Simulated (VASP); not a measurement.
# BeS4 (P6/mmm) in VASP: notebook, part 2 of 2

VASP 6.6.1.

## Step 3: Relaxation of cell and atoms, PBE

INCAR

```
  PREC = Accurate
  ENCUT = 600
  EDIFF = 1E-7
  ISMEAR = 0
  SIGMA = 0.1
  LREAL = False
  LASPH = True
  NELM = 100
  ALGO = Normal
  ISIF = 3
  LWAVE = False
  LCHARG = False
  GGA = PE
  IBRION = 2
  NSW = 100
  EDIFFG = -0.01
```

KPOINTS

```
Automatic mesh
0
Gamma
  12 12 8
```

POSCAR

```
BeS4
1.0
    5.0924256513      0.0000000000      0.0000000000
   -2.5462128257      4.4101699809      0.0000000000
    0.0000000000      0.0000000000      4.9074409893
Be S
1 4
Direct
    0.0000000000      0.0000000000      0.0000000000
    0.3333333333      0.6666666667      0.6955791942
    0.3333333333      0.6666666667      0.3044208058
    0.6666666667      0.3333333333      0.3044208058
    0.6666666667      0.3333333333      0.6955791942
```

Potentials or basis: VASP PAW PBE potentials, release 64 (Be, S).

On the command line:

```
> cat potpaw_PBE.64/Be/POTCAR potpaw_PBE.64/S/POTCAR > POTCAR
> mpirun -np 1 vasp_std > vasp.out
```

OUTCAR:

```text
PREC = Accurate
   ENCUT = 600
   EDIFF = 1E-7
   ISMEAR = 0
   LREAL = False
   LASPH = True
   NELM = 100
   ISIF = 3
   GGA = PE
   IBRION = 2
   NSW = 100
   EDIFFG = -0.01

 ion  position               nearest neighbor table
   1  0.000  0.000  0.000-
   2  0.333  0.667  0.696-   3 1.92
   3  0.333  0.667  0.304-   2 1.92
   4  0.667  0.333  0.304-   5 1.92
   5  0.667  0.333  0.696-   4 1.92

  LATTYP: Found a hexagonal cell.
 ALAT       =     5.0924256513
 C/A-ratio  =     0.9636745483

  Lattice vectors:

 A1 = (   5.0924256513,   0.0000000000,   0.0000000000)
 A2 = (  -2.5462128257,   4.4101699809,   0.0000000000)
 A3 = (   0.0000000000,   0.0000000000,   4.9074409893)

Analysis of symmetry for initial positions (statically):
=====================================================================
 Subroutine PRICEL returns:
 Original cell was already a primitive cell.

 Routine SETGRP: Setting up the symmetry group for a
 hexagonal supercell.

 Subroutine GETGRP returns: Found 24 space group operations
 (whereof 24 operations were pure point group operations)
 out of a pool of 24 trial point group operations.

The static configuration has the point symmetry D_6h.

Analysis of symmetry for dynamics (positions and initial velocities):
=====================================================================
 Subroutine PRICEL returns:
 Original cell was already a primitive cell.

 Routine SETGRP: Setting up the symmetry group for a
 hexagonal supercell.

 Subroutine GETGRP returns: Found 24 space group operations
 (whereof 24 operations were pure point group operations)
 out of a pool of 24 trial point group operations.

The dynamic configuration has the point symmetry D_6h.

 Subroutine INISYM returns: Found 24 space group operations
 (whereof 24 operations are pure point group operations),
[... 129 lines left out ...]
   AEXX    =    0.0000 exact exchange contribution
   IVDW    =     0    specifies the selected vdW correction
   LEPSILON=     F    determine dielectric tensor
   LRPA    =     F    only Hartree local field effects (RPA)
 conjugate gradient relaxation of ions
 non-spin polarized calculation
 Gauss-broadening in eV      SIGMA  =   0.10
  energy-cutoff  :      600.00
  volume of cell :      110.21
 maximum number of plane-waves:      3716
 NGX is ok and might be reduce to    42
   NGX = 21   NGY = 21   NGZ = 19

--------------------------------------- Ionic step        1  -------------------------------------------

 number of electron      25.9999999 magnetization

 Free energy of the ion-electron system (eV)
  ---------------------------------------------------
  ext. energy  EPLUGINS =         0.00000000
  ---------------------------------------------------
  free energy    TOTEN  =       -16.68361890 eV

  energy without entropy =      -16.67779972  energy(sigma->0) =      -16.68070931

------------------------ aborting loop because EDIFF is reached ----------------------------------------

  FORCE on cell =-STRESS in cart. coord.  units (eV):
  Direction    XX          YY          ZZ          XY          YZ          ZX
  --------------------------------------------------------------------------------------
  -------------------------------------------------------------------------------------
  Total        0.0096070      0.0096070     -0.8989142     -0.0000000      0.0000000      0.0000000
  in kB        0.1396576      0.1396576    -13.0675358     -0.0000000      0.0000000      0.0000000
  external PRESSURE =      -4.2627402 kB  Pullay stress =       0.0000000 kB
[... 182 lines left out ...]
--------------------------------------- Ionic step        6  -------------------------------------------

 number of electron      25.9999999 magnetization

 Free energy of the ion-electron system (eV)
  ---------------------------------------------------
  ext. energy  EPLUGINS =         0.00000000
  ---------------------------------------------------
  free energy    TOTEN  =       -16.68592602 eV

  energy without entropy =      -16.68054331  energy(sigma->0) =      -16.68323467

 E-fermi :   3.5312     XC(G=0):  -8.8279

 val. band max:        3.5154398935   @ k =   0.3333   0.3333   0.2500
 cond. band min:       3.5512482150   @ k =   0.5000   0.0000   0.5000
 fundamental gap:      0.0358083215
 Fermi energy:         3.5312367876

 k-point     1 :       0.0000    0.0000    0.0000
  band No.  band energies     occupation
      1     -13.3098      2.00000
      2     -11.6778      2.00000
      3      -7.5461      2.00000
      4      -5.5161      2.00000
      5      -3.7279      2.00000
      6      -2.1626      2.00000
[... 457 lines left out ...]
      4      -6.2647      2.00000
      5      -3.0413      2.00000
      6      -2.4923      2.00000
[... 9 lines left out ...]
     16       6.3475      0.00000
     17       6.6959      0.00000

 [... further k-points ...]

------------------------ aborting loop because EDIFF is reached ----------------------------------------

  FORCE on cell =-STRESS in cart. coord.  units (eV):
  Direction    XX          YY          ZZ          XY          YZ          ZX
  --------------------------------------------------------------------------------------
  -------------------------------------------------------------------------------------
  Total        0.0065192      0.0065192      0.0364821     -0.0000000     -0.0000000      0.0000000
  in kB        0.0948492      0.0948492      0.5307854     -0.0000000     -0.0000000      0.0000000
  external PRESSURE =       0.2401612 kB  Pullay stress =       0.0000000 kB
[... 20 lines left out ...]
  FREE ENERGIE OF THE ION-ELECTRON SYSTEM (eV)
  ---------------------------------------------------
  free  energy   TOTEN  =       -16.6859260220 eV

  energy  without entropy=      -16.6805433133  energy(sigma->0) =      -16.68323467

 reached required accuracy - stopping structural energy minimisation
```

It took 8 min on 1 thread of AMD EPYC 7R13 (Zen 3), shared host; peak memory 0.34 GiB.

What came out:

| Property | Result |
| --- | --- |
| Free energy | -16.6859 eV |
| Relaxed volume | 22.02 Å³/atom |
| Relaxed cell | a = 5.093 Å, b = 5.093 Å, c = 4.902 Å, α = 90.00°, β = 90.00°, γ = 120.00° |
| Space group after relaxing (to 0.1 Å) | P6/mmm (No. 191) |
| Energy gained by relaxing | 0.5 meV/atom |
| Ionic steps | 6 |
| Pressure after relaxing | 0.0 GPa |
| Band gap on the k mesh | zero (bands 13 and 14 overlap by 1.02 eV) |

Step by step:
```csv
step,energy change (eV),largest force (eV/Å),pressure (GPa),volume (Å³)
1,0.0000,0.2348,-0.43,110.21
2,0.0218,0.7901,1.61,109.28
3,-0.0022,0.0128,0.03,109.99
4,-0.0022,0.0086,0.03,109.98
5,-0.0023,0.0058,0.03,110.04
6,-0.0023,0.0018,0.02,110.12
```

Final structure:
```xyz
5
Lattice="5.0929 0.0000 0.0000 -2.5465 4.4106 0.0000 0.0000 0.0000 4.9023" Properties=species:S:1:pos:R:3 pbc="T T T"
Be   -2.5465    4.4106    0.0000
S     0.0000    2.9404    3.4061
S     0.0000    2.9404    1.4962
S     2.5465    1.4702    1.4962
S     2.5465    1.4702    3.4061
```
